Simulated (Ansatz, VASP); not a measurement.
# One calculation of BN, two programs

INCAR

```
ALGO = Normal
EDIFF = 1E-6
ENCUT = 520
GGA = PE
ISIF = 2
ISMEAR = -1
LASPH = T
LCHARG = F
LREAL = F
LWAVE = F
NBANDS = 11
NELM = 100
PREC = Accurate
SIGMA = 0.03
```

Contents of KPOINTS:

```
k-points
0
Gamma
  5 5 5
```

Contents of POSCAR:

```
BN
1.0
    0.0000000000      1.8130010000      1.8130010000
    1.8130010000      0.0000000000      1.8130010000
    1.8130010000      1.8130010000      0.0000000000
N B
1 1
Direct
    0.2500000000      0.2500000000      0.2500000000
    0.0000000000      0.0000000000      0.0000000000
```

input.yaml

```yaml
crystal:
  lattice:
    - [0.0, 1.813001, 1.813001]
    - [1.813001, 0.0, 1.813001]
    - [1.813001, 1.813001, 0.0]
  atoms:
    - { symbol: "N", position: [0.25, 0.25, 0.25] }
    - { symbol: B, position: [0.0, 0.0, 0.0] }
kpoints:
  mp_grid: { grid: [5, 5, 5] }
scf:
  occupations: { method: fermi_dirac, width: 0.03 }
hamiltonian:
  xc: pbe
  pseudopotentials: { kind: all_electron, lapw: { basis_error: 0.004 } }
output:
  forces: true
  stress: true
  eigenvalues: true
```

Alike in both runs: task single point; functional PBE; k mesh 5 × 5 × 5; occupations fermi-dirac, width 0.03 eV; no spin polarisation.

```csv
,VASP,Ansatz
version,VASP 6.6.1,Ansatz 0.2.0
potentials or method,"VASP PAW PBE potentials, release 64 (N, B), cutoff 520 eV","all-electron LAPW, scalar-relativistic"
```

VASP gave:

| Quantity | Value |
| --- | --- |
| gap on the k mesh at the Fermi level (eV) | 4.92 |
| least direct gap on the mesh (eV) | 8.77 |
| pressure (GPa) | 0.0 |

Task: What did Ansatz give for the same quantities?

Result: gap on the k mesh at the Fermi level (eV): 4.93; least direct gap on the mesh (eV): 8.78; pressure (GPa): -0.2.

Ansatz ran all-electron here, and VASP with PAW potentials.

The k mesh is coarse, so the values compare programs but aren't converged.
